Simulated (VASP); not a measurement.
# Nb3H in VASP: a series of runs, part 2 of 2

VASP 6.6.1.

### 4 Single point, LDA, collinear spin

INCAR

```
SYSTEM = Nb3H
PREC     = Accurate       ! precision mode
ENCUT    = 520            ! plane-wave cutoff, eV
EDIFF    = 1E-6           ! SCF threshold, eV
ISMEAR   = 0              ! smearing method
SIGMA    = 0.1            ! smearing width, eV
LREAL    = .FALSE.        ! projectors in reciprocal space
LASPH    = .TRUE.         ! aspherical terms in the spheres
NELM     = 150            ! most SCF steps
ALGO     = Normal         ! electronic algorithm
ISIF     = 2              ! what is computed and relaxed
LWAVE    = .FALSE.        ! write WAVECAR
LCHARG   = .FALSE.        ! write CHGCAR
ISPIN    = 2              ! spin polarisation
MAGMOM   = 0 0 0 1        ! initial moments
LORBIT   = 11             ! projections on sites
LMAXMIX  = 4              ! l up to which the mixer works
LDIPOL   = .TRUE.       
IDIPOL   = 3            
DIPOL    = 0.5 0.5 0.342
GGA      = CA             ! functional
NBANDS   = 32             ! bands
```

KPOINTS

```
regular mesh
0
G
  9 9 1
  0 0 0
```

POSCAR

```
Nb3H
1.0
    2.9270177637      0.0000000000      0.0000000000
    0.0000000000      2.9270177637      0.0000000000
    0.0000000000      0.0000000000     21.1957939222
Nb H
3 1
Direct
    0.5000000000      0.5000000000      0.1887166867
    0.0000000000      0.0000000000      0.2876907936
    0.5000000000      0.5000000000      0.3866707684
    0.5000000000      0.8333333333      0.5050904892
```

Potentials or basis: VASP PAW LDA potentials, release 64 (Nb_sv, H).

On the command line:

```
$ cat potpaw_LDA.64/Nb_sv/POTCAR potpaw_LDA.64/H/POTCAR > POTCAR
$ mpirun -np 1 vasp_std > vasp.out
```

OUTCAR:

```text
SYSTEM = Nb3H
   PREC = Accurate
   ENCUT = 520
   EDIFF = 1E-6
   ISMEAR = 0
   LREAL = .FALSE.
   LASPH = .TRUE.
   NELM = 150
   ISIF = 2
   ISPIN = 2
   LORBIT = 11
   GGA = CA

 ion  position               nearest neighbor table
   1  0.500  0.500  0.189-   2 2.95   2 2.95   2 2.95   2 2.95
   2  0.000  0.000  0.288-   1 2.95   1 2.95   1 2.95   1 2.95   3 2.95   3 2.95   3 2.95   3 2.95

   3  0.500  0.500  0.387-   2 2.95   2 2.95   2 2.95   2 2.95
   4  0.500  0.833  0.505-

  LATTYP: Found a simple tetragonal cell.
 ALAT       =     2.9270177637
 C/A-ratio  =     7.2414298899

  Lattice vectors:

 A1 = (   2.9270177637,   0.0000000000,   0.0000000000)
 A2 = (   0.0000000000,   2.9270177637,   0.0000000000)
 A3 = (   0.0000000000,   0.0000000000,  21.1957939222)

Analysis of symmetry for initial positions (statically):
=====================================================================
 Subroutine PRICEL returns:
 Original cell was already a primitive cell.

 Routine SETGRP: Setting up the symmetry group for a
 simple tetragonal supercell.

 Subroutine GETGRP returns: Found  2 space group operations
 (whereof  2 operations were pure point group operations)
 out of a pool of 16 trial point group operations.

The static configuration has the point symmetry C_1h.

Analysis of symmetry for dynamics (positions and initial velocities):
=====================================================================
 Subroutine PRICEL returns:
 Original cell was already a primitive cell.

 Routine SETGRP: Setting up the symmetry group for a
 simple tetragonal supercell.

 Subroutine GETGRP returns: Found  2 space group operations
 (whereof  2 operations were pure point group operations)
 out of a pool of 16 trial point group operations.

The dynamic configuration has the point symmetry C_1h.

Analysis of structural, dynamic, and magnetic symmetry:
=====================================================================
 Subroutine PRICEL returns:
 Original cell was already a primitive cell.

 Routine SETGRP: Setting up the symmetry group for a
 simple tetragonal supercell.

 Subroutine GETGRP returns: Found  2 space group operations
 (whereof  2 operations were pure point group operations)
 out of a pool of 16 trial point group operations.

The overall configuration has the point symmetry C_1h.

 Subroutine INISYM returns: Found  2 space group operations
 (whereof  2 operations are pure point group operations),
 and found     1 'primitive' translations

----------------------------------------------------------------------------------------

                                     Primitive cell

  volume of cell :     181.5935

  direct lattice vectors                    reciprocal lattice vectors
     2.927017764  0.000000000  0.000000000     0.341644664  0.000000000  0.000000000
     0.000000000  2.927017764  0.000000000     0.000000000  0.341644664  0.000000000
     0.000000000  0.000000000 21.195793922     0.000000000  0.000000000  0.047179172

  length of vectors
     2.927017764  2.927017764 21.195793922     0.341644664  0.341644664  0.047179172

  position of ions in fractional coordinates (direct lattice)
     0.500000000  0.500000000  0.188716687
     0.000000000  0.000000000  0.287690794
     0.500000000  0.500000000  0.386670768
     0.500000000  0.833333333  0.505090489

  ion indices of the primitive-cell ions
   primitive index   ion index
                 1           1
[... 84 lines left out ...]
   PSTRESS=    0.0 pullay stress
   NELECT =      40.0000    total number of electrons
   NUPDOWN=      -1.0000    fix difference up-down
   EMIN   =  10.00;   EMAX   =-10.00  energy-range for DOS
   EFERMI =   0.00;   METHOD = LEGACY
   ISMEAR =     0;   SIGMA  =   0.10  broadening in eV -4-tet -1-fermi 0-gaus
   EFERMI_NEDOS =   21; number of points for ismear=-14 and -15
   IALGO  =     38    algorithm
   IMIX   =      4    mixing-type and parameters
     AMIX     =   0.40;   BMIX     =  1.00
     AMIX_MAG =   1.60;   BMIX_MAG =  1.00
  volume/ion in A,a.u.               =      45.40       306.36
  Fermi-wavevector in a.u.,A,eV,Ry     =   0.988693  1.868358 13.299877  0.977513
  Thomas-Fermi vector in A             =   2.120238
   LORBIT       =     11    0 simple, 1 ext, 2 COOP (PROOUT), +10 PAW based schemes
   GGA     = CA    functional components
   LHFCALC =     F    Hartree Fock is set to
   AEXX    =    0.0000 exact exchange contribution
   IVDW    =     0    specifies the selected vdW correction
   LEPSILON=     F    determine dielectric tensor
   LRPA    =     F    only Hartree local field effects (RPA)
 spin polarized calculation
 Gauss-broadening in eV      SIGMA  =   0.10
  energy-cutoff  :      520.00
  volume of cell :      181.59
 maximum number of plane-waves:      4927
 NGX is ok and might be reduce to    24
   NGX = 11   NGY = 11   NGZ = 79

 dipolmoment           0.000000      0.000000     -0.097128 electrons x Angstroem

 number of electron      39.9999999 magnetization       0.0007314

 dipolmoment           0.000000      0.000000      0.077179 electrons x Angstroem

 Free energy of the ion-electron system (eV)
  ---------------------------------------------------
  ext. energy  EPLUGINS =         0.00000000
  ---------------------------------------------------
  free energy    TOTEN  =       -32.30658917 eV

  energy without entropy =      -32.28775084  energy(sigma->0) =      -32.29717001

 E-fermi :  -0.2054     XC(G=0):  -5.2525

 val. band max:       -0.2171629327   @ k =   0.4444   0.1111   0.0000
 cond. band min:      -0.1974970151   @ k =  -0.1111   0.2222   0.0000
 fundamental gap:      0.0196659175
 Fermi energy:        -0.2053546900

 spin component 1

 k-point     1 :       0.0000    0.0000    0.0000
  band No.  band energies     occupation
      1     -54.9763      1.00000
      2     -54.8209      1.00000
      3     -54.6011      1.00000
      4     -31.4746      1.00000
      5     -31.1419      1.00000
      6     -30.7941      1.00000
[... 829 lines left out ...]
     31       7.1783      0.00000
     32       7.6194      0.00000

 [... further k-points ...]

 spin component 2

 k-point     1 :       0.0000    0.0000    0.0000
  band No.  band energies     occupation
      1     -54.9763      1.00000
      2     -54.8209      1.00000
      3     -54.6010      1.00000
      4     -31.4746      1.00000
      5     -31.1418      1.00000
      6     -30.7941      1.00000
[... 829 lines left out ...]
     31       7.1784      0.00000
     32       7.6197      0.00000

 [... further k-points ...]

------------------------ aborting loop because EDIFF is reached ----------------------------------------

 vacuum level on the upper side and lower side of the slab       (xc-potential included)         0.787        -0.803

  FORCE on cell =-STRESS in cart. coord.  units (eV):
  Direction    XX          YY          ZZ          XY          YZ          ZX
  --------------------------------------------------------------------------------------
  -------------------------------------------------------------------------------------
  Total       -7.4856081     -8.0642351     -4.2978090      0.0000000      0.1471723      0.0000000
  in kB      -66.0445920    -71.1497465    -37.9190364      0.0000000      1.2984832      0.0000000
  external PRESSURE =     -58.3711250 kB  Pullay stress =       0.0000000 kB

 VOLUME and BASIS-vectors are now :
 -----------------------------------------------------------------------------
  energy-cutoff  :      520.00
  volume of cell :      181.59
      direct lattice vectors                 reciprocal lattice vectors
     2.927017764  0.000000000  0.000000000     0.341644664  0.000000000  0.000000000
     0.000000000  2.927017764  0.000000000     0.000000000  0.341644664  0.000000000
     0.000000000  0.000000000 21.195793922     0.000000000  0.000000000  0.047179172

 POSITION                                       TOTAL-FORCE (eV/Angst)
 -----------------------------------------------------------------------------------
      1.46351      1.46351      4.00000         0.000000     -0.008378      0.258639
      0.00000      0.00000      6.09783         0.000000     -0.062935     -0.572306
      1.46351      1.46351      8.19579         0.000000      0.079239      2.057225
      1.46351      2.43918     10.70579         0.000000     -0.007926     -1.743557
 -----------------------------------------------------------------------------------
    total drift:                                0.000000      0.000025      0.000173

  FREE ENERGIE OF THE ION-ELECTRON SYSTEM (eV)
  ---------------------------------------------------
  free  energy   TOTEN  =       -32.3065891733 eV

  energy  without entropy=      -32.2877508436  energy(sigma->0) =      -32.29717001

 vacuum level on the upper side and lower side of the slab         6.054         4.423

 total charge

# of ion       s       p       d       tot
------------------------------------------
    1        2.221   5.950   2.492  10.662
    2        2.231   6.025   2.419  10.675
    3        2.212   5.962   2.427  10.601
    4        0.354   0.001   0.000   0.355
--------------------------------------------------
tot          7.019  17.937   7.338  32.294

 magnetization (x)

# of ion       s       p       d       tot
------------------------------------------
    1       -0.000   0.000   0.000   0.000
    2        0.000   0.000   0.000   0.000
    3        0.000   0.000   0.000   0.000
    4       -0.000   0.000   0.000  -0.000
--------------------------------------------------
tot         -0.000   0.000   0.000   0.000
```

It took 11 min on 1 thread of Intel Xeon 8259CL, shared host; peak memory 0.39 GiB.

What came out:

| Item | Value |
| --- | --- |
| Free energy | -32.3066 eV |
| Largest force | 2.059 eV/Å |
| Band gap on the k mesh | zero (filled and empty bands overlap) |
| Net moment | 0.00 μB per cell |
| Valence electrons inside the program's atomic spheres | Nb 10.66, 10.68, 10.60; H 0.35 |

Forces on the atoms (eV/Å):
```
Nb   0.000 -0.008  0.259
Nb   0.000 -0.063 -0.572
Nb   0.000  0.079  2.057
H    0.000 -0.008 -1.744
```

### 5 Single point, LDA, collinear spin

INCAR

```
SYSTEM = Nb3H
PREC = Accurate
ENCUT = 520
EDIFF = 1E-6
ISMEAR = 0
SIGMA = 0.1
LREAL = .FALSE.
LASPH = .TRUE.
NELM = 150
ALGO = Normal
ISIF = 2
LWAVE = .FALSE.
LCHARG = .FALSE.
ISPIN = 2
MAGMOM = 0 0 0 1
LORBIT = 11
LMAXMIX = 4
LDIPOL = .TRUE.
IDIPOL = 3
DIPOL = 0.5 0.5 0.356
NBANDS = 32
```

KPOINTS is that of step 4.

Changes to POSCAR since step 4:

```diff
@@ -11,2 +11,2 @@
     0.5000000000      0.5000000000      0.3866707684
-    0.5000000000      0.8333333333      0.5050904892
+    0.5000000000      0.8333333333      0.5617054952
```

On the command line:

```
$ cat potpaw_LDA.64/Nb_sv/POTCAR potpaw_LDA.64/H/POTCAR > POTCAR
$ mpirun -np 1 vasp_std > vasp.out
```

Run time: 11 min. Hardware: 1 thread of Intel Xeon 8259CL, shared host; peak memory 0.38 GiB.

It converged, with:

| Property | Result |
| --- | --- |
| Free energy | -31.1881 eV |
| Largest force | 0.332 eV/Å |
| Net moment | 0.78 μB per cell |
| Site moments | Nb -0.02, -0.01 (each value once); H +0.33 μB |
| Valence electrons inside the program's atomic spheres | Nb 10.66, 10.67 (each value once); H 0.36 |

Forces on the atoms (eV/Å):
```
Nb   0.000  0.000  0.035
Nb   0.000 -0.004 -0.092
Nb   0.000  0.012  0.331
H    0.000 -0.008 -0.274
```

Levels at points of the mesh, in eV from the Fermi level:
Spin up:
```tsv
k point	band 16	band 17	band 18	band 19	band 20	band 21	band 22	band 23	band 24	band 25
(0.00, 0.00, 0.00)	-3.19	-3.09	-2.09	-0.80	-0.38	0.26	0.56	0.56	1.71	2.09
```
Spin down:
```
           k point  band 17  band 18  band 19  band 20  band 21  band 22  band 23  band 24
(0.00, 0.00, 0.00)    -2.11    -0.93    -0.83    -0.34     0.55     0.55     0.84     1.69
```

### 6 The runs side by side

```tsv
cell	gap on the mesh (eV)	moment (μB)	largest force (eV/Å)
as given, atomic positions A	none	0.00	0.80
as given, atomic positions B	none	0.00	2.02
as given, atomic positions C	none	0.00	2.06
as given, atomic positions D	none	0.78	0.33
```

Alike in all rows: task single point; level LDA; potentials or basis VASP PAW LDA potentials, release 64 (Nb_sv, H); spin collinear; k mesh 9 × 9 × 1; cutoff (eV) 520; smearing gaussian 0.1 eV.

Absolute energies hang on the potentials; compare differences alone.
